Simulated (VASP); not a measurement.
Here is a VASP 6.6.1 calculation.

The input INCAR:

```
  ALGO = Normal
  EDIFF = 1E-6
  ENCUT = 520
  GGA = PE
  ISIF = 2
  ISMEAR = 0
  LASPH = T
  LCHARG = F
  LREAL = F
  LWAVE = F
  NBANDS = 24
  NELM = 100
  PREC = Accurate
  SIGMA = 0.01
```

KPOINTS

```
k-points
0
Gamma
  12 12 4
```

File POSCAR:

```
KF
1.0
    3.6599347855      0.0000000000      0.0000000000
   -1.8299673927      3.1695965005      0.0000000000
    0.0000000000      0.0000000000      6.4788134942
K F
2 2
Direct
    0.0000000000      0.0000000000      0.0000000000
    0.0000000000      0.0000000000      0.5000000000
    0.3333333333      0.6666666667      0.2500000000
    0.6666666667      0.3333333333      0.7500000000
```

Potentials or basis: VASP PAW PBE potentials, release 64 (K_sv, F).

Command:

```sh
$ cat potpaw_PBE.64/K_sv/POTCAR potpaw_PBE.64/F/POTCAR > POTCAR
$ mpirun -np 1 vasp_std > vasp.out
```

(1) Predict the pressure.

(2) Estimate the band gap on the k mesh.

Answers

(1) 2.1 GPa.

(2) 6.19 eV.
